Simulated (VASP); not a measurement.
## CdSe: electric field gradients with LDA

Crystal: CdSe.

```
CELL_PARAMETERS angstrom
0.00000 2.87396 2.87396
2.87396 0.00000 2.87396
2.87396 2.87396 0.00000
ATOMIC_POSITIONS crystal
Cd 0.00000 0.00000 0.00000
Se 0.50000 0.50000 0.50000
```

```yaml
Program: VASP 6.6.1
Task: electric field gradients
Functional: LDA
Potentials_or_basis: VASP PAW LDA potentials, release 64 (Cd, Se)
Cutoff: 520 eV
k_mesh: 11 × 11 × 11
Occupations: fermi-dirac, width 0.05 eV
Spin: no spin polarisation
Dipole_correction: no
Further_INCAR_settings: ALGO = Normal; EDIFF = 1e-08; NBANDS = 16
```

```yaml
Pressure: -5.6 GPa
Band_gap_on_the_k_mesh: zero (bands 9 and 10 overlap by 0.52 eV)
Largest_electric_field_gradient_by_atom: zero within the noise of the run
```

Levels at points of the mesh, in eV from the Fermi level:
```tsv
k point	band 7	band 8	band 9	band 10	band 11	band 12
(0.00, 0.00, 0.00)	-0.66	-0.66	-0.66	-0.17	8.59	8.59
```

Wall time 64 s on 1 thread of Intel Xeon 8259CL, with other jobs on the host, peak memory 0.18 GiB.

Caveat: the cell stands under tension; semilocal functionals underestimate gaps, so a narrow gap can read as zero.
